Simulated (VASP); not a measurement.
Write the native input for VASP 6.6.1 that does the following.

| Quantity | Value |
| --- | --- |
| Task | single point |
| Functional | PBEsol |
| Potentials or basis | VASP PAW PBE potentials, release 64 (Tl_d) |
| Cutoff | 520 eV |
| k mesh | 20 × 20 × 20 |
| Occupations | gaussian, width 0.15 eV |
| Spin | no spin polarisation |
| Dipole correction | no |
| Further INCAR settings | ALGO = Fast; EDIFF = 1e-06; NBANDS = 12 |

The structure of Tl lies in POSCAR:

```
Tl
1.0
   -2.0490500196      2.0490500196      1.7416925167
    2.0490500196     -2.0490500196      1.7416925167
    2.0490500196      2.0490500196     -1.7416925167
Tl
1
Direct
    0.0000000000      0.0000000000      0.0000000000
```

This cell differs from its parent crystal: ratio of the length along z to the lengths across it x 0.85, volume and fractional coordinates fixed.

These files were run (other wordings do the same):

INCAR

```
PREC     = Accurate       # precision mode
ENCUT    = 520            # plane-wave cutoff, eV
EDIFF    = 1E-6           # SCF threshold, eV
ISMEAR   = 0              # smearing method
SIGMA    = 0.15           # smearing width, eV
LREAL    = F              # projectors in reciprocal space
LASPH    = T              # aspherical terms in the spheres
NELM     = 80             # most SCF steps
ALGO     = Fast           # electronic algorithm
ISIF     = 2              # what is computed and relaxed
LWAVE    = F              # write WAVECAR
LCHARG   = F              # write CHGCAR
GGA      = PS             # functional
NBANDS   = 12             # bands
```

KPOINTS

```
regular mesh
0
Gamma
  20 20 20
```

Potentials or basis: VASP PAW PBE potentials, release 64 (Tl_d).

Launch:

```sh
$ cat potpaw_PBE.64/Tl_d/POTCAR > POTCAR
$ mpirun -np 1 vasp_std > vasp.out
```

Results of the run:

- Pressure: -0.7 GPa

Caveat: the PAW data sets were made with another functional, which shifts forces and pressure a little.

Wall time 81 s on 1 thread of Intel(R) Xeon(R) 6975P-C (Granite Rapids) (shared host), peak memory 0.33 GiB.
